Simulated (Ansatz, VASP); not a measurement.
# Zn2O3: VASP beside Ansatz

```
CELL_PARAMETERS angstrom
0.00000 3.91491 3.91491
3.91491 0.00000 3.91491
3.91491 3.91491 0.00000
ATOMIC_POSITIONS crystal
Zn 0.12500 0.12500 0.12500
Zn 0.12500 0.12500 0.62500
Zn 0.12500 0.62500 0.12500
Zn 0.62500 0.12500 0.12500
O 0.62500 0.62500 0.62500
O 0.62500 0.62500 0.12500
O 0.62500 0.12500 0.62500
O 0.12500 0.62500 0.62500
O 0.75000 0.75000 0.75000
O 0.50000 0.50000 0.50000
```

Alike in both runs: functional PBE; k mesh 4 × 4 × 4; occupations gaussian, width 0.1 eV; no spin polarisation.

Ansatz relaxed the structure, and its values are those at the end. VASP's run is a single point on that final structure, the one shown.

```csv
,VASP,Ansatz
version,VASP 6.6.1,Ansatz 0.2.0
potentials or method,"VASP PAW PBE potentials, release 64 (Zn, O), cutoff 520 eV","scalar-relativistic, plane waves, PAW"
valence electrons in the cell,84,84
```

```csv
,VASP,Ansatz,Ansatz less VASP
gap on the k mesh at the Fermi level (eV),0.31,0.31,-0.003
least direct gap on the mesh (eV),0.38,0.37,-0.004
pressure (GPa),-0.3,-0.2,+0.07
```
